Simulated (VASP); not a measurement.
Set up this calculation in VASP 6.6.1, as the native input.

```yaml
Task: single point
Functional: LDA
Potentials_or_basis: VASP PAW LDA potentials, release 64 (Sb)
Cutoff: 520 eV
k_mesh: 13 × 13 × 13
Occupations: fermi-dirac, width 0.1 eV
Spin: no spin polarisation
Dipole_correction: no
Further_INCAR_settings: ALGO = Normal; EDIFF = 1e-06; NBANDS = 8
```

The structure of Sb lies in POSCAR:

```
Sb
1.0
   -1.9261586496      1.9261586496      1.9261586496
    1.9261586496     -1.9261586496      1.9261586496
    1.9261586496      1.9261586496     -1.9261586496
Sb
1
Direct
    0.0000000000      0.0000000000      0.0000000000
```

This cell differs from its parent crystal: volume scaled by 1.12.

These files were run (other wordings do the same):

INCAR

```
SYSTEM = Sb
ALGO = Normal
EDIFF = 1E-6
ENCUT = 520
ISIF = 2
ISMEAR = -1
LASPH = .True.
LCHARG = .True.
LELF = .True.
LREAL = .False.
LVHAR = .True.
LWAVE = .False.
NBANDS = 8
NELM = 100
PREC = Accurate
SIGMA = 0.1
```

KPOINTS

```
k-points
0
Gamma
  13 13 13
  0 0 0
```

Potentials or basis: VASP PAW LDA potentials, release 64 (Sb).

Command:

```console
$ cat potpaw_LDA.64/Sb/POTCAR > POTCAR
$ mpirun -np 1 vasp_std > vasp.out
```

Results of the run:

```
Pressure : -6.3 GPa
```

Run time: 10 s on 1 thread of Intel(R) Xeon(R) 6975P-C (Granite Rapids), on a shared host, peak memory 0.15 GiB.
